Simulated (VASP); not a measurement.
# TaN (CsCl type) (Pm-3m) in VASP: a series of runs

Runs on TaN (CsCl type). Level: PBE. Tasks: single point, relaxation of cell and atoms.

Program: VASP 6.6.1. These are calculated values, not measurements. Logs are shortened: lines on timing, memory, paths and dates and some standing lists are left out, and cuts for length are marked.

**1. The cell of the first run**

The structure is cubic, space group Pm-3m (No. 221). Conventional cell: a = 2.610 Å, b = 2.610 Å, c = 2.610 Å, α = 90.00°, β = 90.00°, γ = 90.00°. Within 3.0 Å of Ta (site symmetry m-3m) lie 8 N at 2.26 Å and 6 Ta at 2.61 Å. N (site symmetry m-3m) has 8 Ta at 2.26 Å and 6 N at 2.61 Å within 3.0 Å.

**2. Single point, PBE**

The input, INCAR:

```
PREC = Accurate
ENCUT = 600
EDIFF = 1E-6
ISMEAR = -1
SIGMA = 0.08
LREAL = False
LASPH = True
NELM = 120
ALGO = Normal
ISIF = 2
LWAVE = False
LCHARG = False
GGA = PE
NBANDS = 15
GGA_COMPAT = False
```

The input, KPOINTS:

```
regular mesh
0
Gamma
  15 15 15
```

The input, POSCAR:

```
TaN
1.0
    2.6102494539      0.0000000000      0.0000000000
    0.0000000000      2.6102494539      0.0000000000
    0.0000000000      0.0000000000      2.6102494539
Ta N
1 1
Direct
    0.0000000000      0.0000000000      0.0000000000
    0.5000000000      0.5000000000      0.5000000000
```

Potentials or basis: VASP PAW PBE potentials, release 64 (Ta_pv, N).

Run with:

```bash
cat potpaw_PBE.64/Ta_pv/POTCAR potpaw_PBE.64/N/POTCAR > POTCAR
mpirun -np 1 vasp_std > vasp.out
```

OUTCAR:

```text
PREC = Accurate
   ENCUT = 600
   EDIFF = 1E-6
   ISMEAR = -1
   LREAL = False
   LASPH = True
   NELM = 120
   ISIF = 2
   GGA = PE

 ion  position               nearest neighbor table
   1  0.000  0.000  0.000-   2 2.26   2 2.26   2 2.26   2 2.26   2 2.26   2 2.26   2 2.26   2 2.26

   2  0.500  0.500  0.500-   1 2.26   1 2.26   1 2.26   1 2.26   1 2.26   1 2.26   1 2.26   1 2.26

  LATTYP: Found a simple cubic cell.
 ALAT       =     2.6102494539

  Lattice vectors:

 A1 = (   2.6102494539,   0.0000000000,   0.0000000000)
 A2 = (   0.0000000000,   2.6102494539,   0.0000000000)
 A3 = (   0.0000000000,   0.0000000000,   2.6102494539)

Analysis of symmetry for initial positions (statically):
=====================================================================
 Subroutine PRICEL returns:
 Original cell was already a primitive cell.

 Routine SETGRP: Setting up the symmetry group for a
 simple cubic supercell.

 Subroutine GETGRP returns: Found 48 space group operations
 (whereof 48 operations were pure point group operations)
 out of a pool of 48 trial point group operations.

The static configuration has the point symmetry O_h .

Analysis of symmetry for dynamics (positions and initial velocities):
=====================================================================
 Subroutine PRICEL returns:
 Original cell was already a primitive cell.

 Routine SETGRP: Setting up the symmetry group for a
 simple cubic supercell.

 Subroutine GETGRP returns: Found 48 space group operations
 (whereof 48 operations were pure point group operations)
 out of a pool of 48 trial point group operations.

The dynamic configuration has the point symmetry O_h .

 Subroutine INISYM returns: Found 48 space group operations
 (whereof 48 operations are pure point group operations),
 and found     1 'primitive' translations

----------------------------------------------------------------------------------------

                                     Primitive cell

  volume of cell :      17.7847

  direct lattice vectors                    reciprocal lattice vectors
     2.610249454  0.000000000  0.000000000     0.383105147  0.000000000  0.000000000
     0.000000000  2.610249454  0.000000000     0.000000000  0.383105147  0.000000000
     0.000000000  0.000000000  2.610249454     0.000000000  0.000000000  0.383105147

  length of vectors
     2.610249454  2.610249454  2.610249454     0.383105147  0.383105147  0.383105147

[... 84 lines left out ...]
   IBRION =     -1    ionic relax: 0-MD 1-quasi-New 2-CG
   NFREE  =      0    steps in history (QN), initial steepest desc. (CG)
   ISIF   =      2    stress and relaxation
   ISYM   =      2    0-nonsym 1-usesym 2-fastsym
   POTIM  = 0.5000    time-step for ionic-motion
   TEBEG  =    0.0;   TEEND  =   0.0 temperature during run
   PSTRESS=    0.0 pullay stress
   NELECT =      16.0000    total number of electrons
   NUPDOWN=      -1.0000    fix difference up-down
   EMIN   =  10.00;   EMAX   =-10.00  energy-range for DOS
   EFERMI =   0.00;   METHOD = LEGACY
   ISMEAR =    -1;   SIGMA  =   0.08  broadening in eV -4-tet -1-fermi 0-gaus
   EFERMI_NEDOS =   21; number of points for ismear=-14 and -15
   IALGO  =     38    algorithm
   IMIX   =      4    mixing-type and parameters
     AMIX     =   0.40;   BMIX     =  1.00
     AMIX_MAG =   1.60;   BMIX_MAG =  1.00
  volume/ion in A,a.u.               =       8.89        60.01
  Fermi-wavevector in a.u.,A,eV,Ry     =   1.580397  2.986517 33.982647  2.497654
  Thomas-Fermi vector in A             =   2.680631
   LORBIT       =      0    0 simple, 1 ext, 2 COOP (PROOUT), +10 PAW based schemes
   GGA     = PE    functional components
   LHFCALC =     F    Hartree Fock is set to
   AEXX    =    0.0000 exact exchange contribution
   IVDW    =     0    specifies the selected vdW correction
   LEPSILON=     F    determine dielectric tensor
   LRPA    =     F    only Hartree local field effects (RPA)
 non-spin polarized calculation
  energy-cutoff  :      600.00
  volume of cell :       17.78
 maximum number of plane-waves:       619
 NGX is ok and might be reduce to    24
   NGX = 11   NGY = 11   NGZ = 11

 number of electron      15.9999999 magnetization

 Free energy of the ion-electron system (eV)
  ---------------------------------------------------
  ext. energy  EPLUGINS =         0.00000000
  ---------------------------------------------------
  free energy    TOTEN  =       -20.25298580 eV

  energy without entropy =      -20.24372875  energy(sigma->0) =      -20.24835727

 E-fermi :  11.3433     XC(G=0): -14.5182

 val. band max:       11.3363666348   @ k =   0.2667   0.2667   0.2667
 cond. band min:      11.3566094300   @ k =   0.4000   0.2667   0.2667
 fundamental gap:      0.0202427952
 Fermi energy:        11.3433124174

 k-point     1 :       0.0000    0.0000    0.0000
  band No.  band energies     occupation
      1     -23.7218      2.00000
      2     -23.7218      2.00000
      3     -23.7218      2.00000
      4      -8.5381      2.00000
      5       5.3976      2.00000
      6       5.3977      2.00000
      7       8.1781      2.00000
      8       8.1781      2.00000
      9       8.1781      2.00000
     10      15.5682      0.00000
     11      15.9151      0.00000
     12      15.9151      0.00000
     13      15.9151      0.00000
     14      24.3034      0.00000
[... 401 lines left out ...]
      2     -24.2756      2.00000
      3     -23.4991      2.00000
      4      -5.9657      2.00000
      5       2.2073      2.00000
      6       5.2132      2.00000
      7       6.7280      2.00000
      8       8.0358      2.00000
      9      13.4582      0.00000
     10      13.9652      0.00000
     11      14.8430      0.00000
     12      16.8895      0.00000
     13      20.4669      0.00000
     14      24.3055      0.00000
     15      24.9807      0.00000

 [... further k-points ...]
[... 5 lines left out ...]
  --------------------------------------------------------------------------------------
  -------------------------------------------------------------------------------------
  Total        7.8488802      7.8488802      7.8488802      0.0000000     -0.0000000      0.0000000
  in kB      707.0860035    707.0860035    707.0860035      0.0000000     -0.0000000      0.0000000
  external PRESSURE =     707.0860035 kB  Pullay stress =       0.0000000 kB

 VOLUME and BASIS-vectors are now :
 -----------------------------------------------------------------------------
  energy-cutoff  :      600.00
  volume of cell :       17.78
      direct lattice vectors                 reciprocal lattice vectors
     2.610249454  0.000000000  0.000000000     0.383105147  0.000000000  0.000000000
     0.000000000  2.610249454  0.000000000     0.000000000  0.383105147  0.000000000
     0.000000000  0.000000000  2.610249454     0.000000000  0.000000000  0.383105147

 POSITION                                       TOTAL-FORCE (eV/Angst)
 -----------------------------------------------------------------------------------
      0.00000      0.00000      0.00000         0.000000      0.000000      0.000000
      1.30512      1.30512      1.30512         0.000000      0.000000      0.000000
 -----------------------------------------------------------------------------------
    total drift:                                0.000000      0.000000     -0.000000

  FREE ENERGIE OF THE ION-ELECTRON SYSTEM (eV)
  ---------------------------------------------------
  free  energy   TOTEN  =       -20.2529857956 eV

  energy  without entropy=      -20.2437287534  energy(sigma->0) =      -20.24835727
```

OSZICAR:

```text
N       E                     dE             d eps       ncg     rms          rms(c)
DAV:   1     0.108246788136E+03    0.10825E+03   -0.93635E+03  3600   0.127E+03
DAV:   2    -0.193268479144E+02   -0.12757E+03   -0.11953E+03  4356   0.339E+02
DAV:   3    -0.224809882195E+02   -0.31541E+01   -0.31348E+01  4076   0.523E+01
DAV:   4    -0.224916573020E+02   -0.10669E-01   -0.10668E-01  4594   0.322E+00
DAV:   5    -0.224916896267E+02   -0.32325E-04   -0.32323E-04  4162   0.175E-01    0.282E+01
DAV:   6    -0.203013136970E+02    0.21904E+01   -0.33704E+00  4412   0.224E+01    0.126E+01
DAV:   7    -0.202754947869E+02    0.25819E-01   -0.38123E-01  3614   0.541E+00    0.834E+00
DAV:   8    -0.202577096015E+02    0.17785E-01   -0.74211E-02  4426   0.244E+00    0.205E+00
DAV:   9    -0.202530252567E+02    0.46843E-02   -0.71284E-03  4139   0.730E-01    0.208E-01
DAV:  10    -0.202530280405E+02   -0.27838E-05   -0.61019E-04  4167   0.272E-01    0.113E-01
DAV:  11    -0.202529865871E+02    0.41453E-04   -0.88685E-05  4251   0.926E-02    0.188E-02
DAV:  12    -0.202529857956E+02    0.79145E-06   -0.78534E-06  4106   0.277E-02
   1 F= -.20252986E+02 E0= -.20248357E+02  d E =-.925704E-02
```

It took 21 s on 1 thread of Intel Xeon 8259CL, shared host; peak memory 0.17 GiB.

What came out:

```
Free energy            : -20.2530 eV
Pressure               : 70.7 GPa
Band gap on the k mesh : zero (bands 8 and 9 overlap by 9.83 eV)
```

Caveat: the cell stands under pressure; spin-orbit coupling is left out, which moves the levels of the heavy elements.

**3. Single point, PBE**

The input, INCAR:

```
SYSTEM = TaN
PREC = Accurate
ENCUT = 600
EDIFF = 1E-6
ISMEAR = -1
SIGMA = 0.08
LREAL = .False.
LASPH = .True.
NELM = 120
ALGO = Normal
ISIF = 2
LWAVE = .False.
LCHARG = .False.
GGA = PE
NBANDS = 15
GGA_COMPAT = .False.
```

The input, KPOINTS:

```
regular mesh
0
Gamma
  15 15 15
  0 0 0
```

The input, POSCAR:

```
TaN
1.0
    2.6100396405      0.0000000000      0.0000000000
    0.0000000000      2.6100396405      0.0000000000
    0.0000000000      0.0000000000      2.6100396405
Ta N
1 1
Direct
    0.0000000000      0.0000000000      0.0000000000
    0.5000000000      0.5000000000      0.5000000000
```

Potentials or basis: VASP PAW PBE potentials, release 64 (Ta_pv, N).

Run with:

```bash
cat potpaw_PBE.64/Ta_pv/POTCAR potpaw_PBE.64/N/POTCAR > POTCAR
mpirun -np 1 vasp_std > vasp.out
```

Wall time 24 s (1 thread of Intel Xeon 8259CL, shared host); peak memory 0.17 GiB.

The run converged. Its results:

| Property | Result |
| --- | --- |
| Free energy | -20.2511 eV |
| Pressure | 70.9 GPa |
| Band gap on the k mesh | zero (bands 8 and 9 overlap by 9.83 eV) |

Levels at points of the mesh, in eV from the Fermi level:
```csv
k point,band 6,band 7,band 8,band 9,band 10,band 11
"(0.00, 0.00, 0.00)",-5.95,-3.17,-3.17,-3.17,4.23,4.57
```

Caveat: the cell stands under pressure; spin-orbit coupling is left out, which moves the levels of the heavy elements.

**4. Relaxation of cell and atoms, PBE, target pressure 69 GPa, at which the enthalpy is minimised**

This run uses another cell than the first one, of 8.78 Å³/atom.

The input, INCAR:

```
SYSTEM = TaN
ALGO = Normal
EDIFF = 1E-7
EDIFFG = -0.005
ENCUT = 600
GGA = PE
GGA_COMPAT = .False.
IBRION = 2
ISIF = 3
ISMEAR = -1
LASPH = .True.
LCHARG = .False.
LREAL = .False.
LWAVE = .False.
NELM = 120
NELMIN = 4
NSW = 60
PREC = Accurate
PSTRESS = 690.0
SIGMA = 0.08
```

The input, KPOINTS:

```
k-points
0
Gamma
  15 15 15
  0 0 0
```

The input, POSCAR:

```
TaN
1.0
    2.5995069619      0.0000000000      0.0000000000
    0.0000000000      2.5995069619      0.0000000000
    0.0000000000      0.0000000000      2.5995069619
Ta N
1 1
Direct
    0.0000000000      0.0000000000      0.0000000000
    0.5000000000      0.5000000000      0.5000000000
```

Potentials or basis: VASP PAW PBE potentials, release 64 (Ta_pv, N).

Run with:

```bash
cat potpaw_PBE.64/Ta_pv/POTCAR potpaw_PBE.64/N/POTCAR > POTCAR
mpirun -np 1 vasp_std > vasp.out
```

OUTCAR:

```text
SYSTEM = TaN
   EDIFF = 1E-7
   EDIFFG = -0.005
   ENCUT = 600
   GGA = PE
   IBRION = 2
   ISIF = 3
   ISMEAR = -1
   LASPH = .True.
   LREAL = .False.
   NELM = 120
   NELMIN = 4
   NSW = 60
   PREC = Accurate
   PSTRESS = 690.0

 ion  position               nearest neighbor table
   1  0.000  0.000  0.000-   2 2.25   2 2.25   2 2.25   2 2.25   2 2.25   2 2.25   2 2.25   2 2.25

   2  0.500  0.500  0.500-   1 2.25   1 2.25   1 2.25   1 2.25   1 2.25   1 2.25   1 2.25   1 2.25

  LATTYP: Found a simple cubic cell.
 ALAT       =     2.5995069619

  Lattice vectors:

 A1 = (   2.5995069619,   0.0000000000,   0.0000000000)
 A2 = (   0.0000000000,   2.5995069619,   0.0000000000)
 A3 = (   0.0000000000,   0.0000000000,   2.5995069619)

Analysis of symmetry for initial positions (statically):
=====================================================================
 Subroutine PRICEL returns:
 Original cell was already a primitive cell.

 Routine SETGRP: Setting up the symmetry group for a
 simple cubic supercell.

 Subroutine GETGRP returns: Found 48 space group operations
 (whereof 48 operations were pure point group operations)
 out of a pool of 48 trial point group operations.

The static configuration has the point symmetry O_h .

Analysis of symmetry for dynamics (positions and initial velocities):
=====================================================================
 Subroutine PRICEL returns:
 Original cell was already a primitive cell.

 Routine SETGRP: Setting up the symmetry group for a
 simple cubic supercell.

 Subroutine GETGRP returns: Found 48 space group operations
 (whereof 48 operations were pure point group operations)
 out of a pool of 48 trial point group operations.

The dynamic configuration has the point symmetry O_h .

 Subroutine INISYM returns: Found 48 space group operations
 (whereof 48 operations are pure point group operations),
[... 125 lines left out ...]
   LEPSILON=     F    determine dielectric tensor
   LRPA    =     F    only Hartree local field effects (RPA)
 conjugate gradient relaxation of ions
 non-spin polarized calculation
  energy-cutoff  :      600.00
  volume of cell :       17.57
 maximum number of plane-waves:       606
 NGX is ok and might be reduce to    24
   NGX = 11   NGY = 11   NGZ = 11

--------------------------------------- Ionic step        1  -------------------------------------------

 number of electron      15.9999998 magnetization

 Free energy of the ion-electron system (eV)
  ---------------------------------------------------
  ext. energy  EPLUGINS =         0.00000000
  ---------------------------------------------------
  free energy    TOTEN  =       -20.15092459 eV

  energy without entropy =      -20.14189363  energy(sigma->0) =      -20.14640911

------------------------ aborting loop because EDIFF is reached ----------------------------------------

  FORCE on cell =-STRESS in cart. coord.  units (eV):
  Direction    XX          YY          ZZ          XY          YZ          ZX
  --------------------------------------------------------------------------------------
  -------------------------------------------------------------------------------------
  Total        8.5851137      8.5851137      8.5851137      0.0000000      0.0000000     -0.0000000
  in kB      783.0395162    783.0395162    783.0395162      0.0000000      0.0000000     -0.0000000
  external PRESSURE =      93.0395162 kB  Pullay stress =     690.0000000 kB
[... 101 lines left out ...]
--------------------------------------- Ionic step        4  -------------------------------------------

 number of electron      15.9999999 magnetization

 Free energy of the ion-electron system (eV)
  ---------------------------------------------------
  ext. energy  EPLUGINS =         0.00000000
  ---------------------------------------------------
  free energy    TOTEN  =       -20.27524112 eV

  energy without entropy =      -20.26593026  energy(sigma->0) =      -20.27058569

 E-fermi :  11.3033     XC(G=0): -14.5010

 val. band max:       11.2952006516   @ k =   0.2667   0.2667   0.2667
 cond. band min:      11.3137069490   @ k =   0.4000   0.2667   0.2667
 fundamental gap:      0.0185062973
 Fermi energy:        11.3032508337

 k-point     1 :       0.0000    0.0000    0.0000
  band No.  band energies     occupation
      1     -23.7653      2.00000
      2     -23.7653      2.00000
      3     -23.7653      2.00000
      4      -8.5472      2.00000
      5       5.3805      2.00000
      6       5.3805      2.00000
      7       8.1468      2.00000
      8       8.1468      2.00000
      9       8.1468      2.00000
     10      15.4851      0.00000
     11      15.8606      0.00000
     12      15.8606      0.00000
[... 331 lines left out ...]
 k-point    24 :       0.3333    0.2000    0.0000
  band No.  band energies     occupation
      1     -25.2242      2.00000
      2     -24.3142      2.00000
      3     -23.5449      2.00000
      4      -5.9865      2.00000
      5       2.1893      2.00000
      6       5.1890      2.00000
      7       6.7044      2.00000
      8       8.0075      2.00000
      9      13.4127      0.00000
     10      13.9197      0.00000
     11      14.7856      0.00000
     12      16.8317      0.00000

 [... further k-points ...]
[... 5 lines left out ...]
  --------------------------------------------------------------------------------------
  -------------------------------------------------------------------------------------
  Total        7.6809832      7.6809832      7.6809832     -0.0000000     -0.0000000      0.0000000
  in kB      689.9425635    689.9425635    689.9425635     -0.0000000     -0.0000000      0.0000000
  external PRESSURE =      -0.0574365 kB  Pullay stress =     690.0000000 kB
[... 21 lines left out ...]
  energy  without entropy=      -20.2659302646  energy(sigma->0) =      -20.27058569

  enthalpy is  TOTEN    =       -12.5936185276 eV   P V=        7.6816225926

 reached required accuracy - stopping structural energy minimisation
```

CONTCAR:

```text
TaN
   1.00000000000000
     2.6127918890218136   -0.0000000000000000   -0.0000000000000000
     0.0000000000000000    2.6127918890218136   -0.0000000000000000
     0.0000000000000000    0.0000000000000000    2.6127918890218136
  Ta              N
     1     1
Direct
     0.0000000000000000    0.0000000000000000    0.0000000000000000
     0.5000000000000000    0.5000000000000000    0.5000000000000000

  0.00000000E+00  0.00000000E+00  0.00000000E+00
  0.00000000E+00  0.00000000E+00  0.00000000E+00
```

It took 63 s on 1 thread of Intel Xeon 8259CL, shared host; peak memory 0.18 GiB.

Results:

```
Free energy                                                : -20.2752 eV
Relaxed volume                                             : 8.92 Å³/atom
Relaxed cell                                               : a = 2.613 Å, b = 2.613 Å, c = 2.613 Å, α = 90.00°, β = 90.00°, γ = 90.00°
Space group after relaxing (to 0.1 Å)                      : Pm-3m (No. 221)
Energy change on relaxing (the run minimises the enthalpy) : -62.2 meV/atom
Ionic steps                                                : 4
Pressure after relaxing                                    : 69.0 GPa
Band gap on the k mesh                                     : zero (bands 8 and 9 overlap by 9.79 eV)
```

Step by step:
| step | energy change (eV) | largest force (eV/Å) | pressure (GPa) | volume (Å³) |
| --- | --- | --- | --- | --- |
| 1 | 0.0000 | 0.0000 | 78.30 | 17.57 |
| 2 | -0.4743 | 0.0000 | 38.44 | 18.89 |
| 3 | -0.1272 | 0.0000 | 68.77 | 17.84 |
| 4 | -0.1243 | 0.0000 | 68.99 | 17.84 |

Final structure:
```
Ta N
1.0
     2.61279    0.00000    0.00000
     0.00000    2.61279    0.00000
     0.00000    0.00000    2.61279
Ta N
1 1
Cartesian
  0.0000 0.0000 0.0000
  1.3064 1.3064 1.3064
```

Levels at points of the mesh, in eV from the Fermi level:
```
           k point  band 6  band 7  band 8  band 9  band 10  band 11
(0.00, 0.00, 0.00)   -5.92   -3.16   -3.16   -3.16     4.18     4.56
```

Caveat: the cell is relaxed towards a set pressure, so the run minimises the enthalpy, not the energy; spin-orbit coupling is left out, which moves the levels of the heavy elements.
